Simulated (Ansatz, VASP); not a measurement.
Au: VASP beside Ansatz

```
Au
1.0
     0.00000    2.03620    2.03620
     2.03620    0.00000    2.03620
     2.03620    2.03620    0.00000
Au
1
Direct
  0.00000 0.00000 0.00000
```

Change from the starting cell: volume scaled by 0.9405.

Alike in both runs: task single point; functional PBE; k mesh 14 × 14 × 14; occupations fermi-dirac, width 0.03 eV; no spin polarisation.

```csv
,VASP,Ansatz
version,VASP 6.6.1,Ansatz 0.2.0
potentials or method,"VASP PAW PBE potentials, release 64 (Au), cutoff 520 eV","all-electron LAPW, scalar-relativistic"
```

|  | VASP | Ansatz | Ansatz less VASP |
| --- | --- | --- | --- |
| pressure (GPa) | 10.1 | 10.4 | +0.30 |

Ansatz ran all-electron here, and VASP with PAW potentials.

Neither program's run includes spin-orbit coupling.
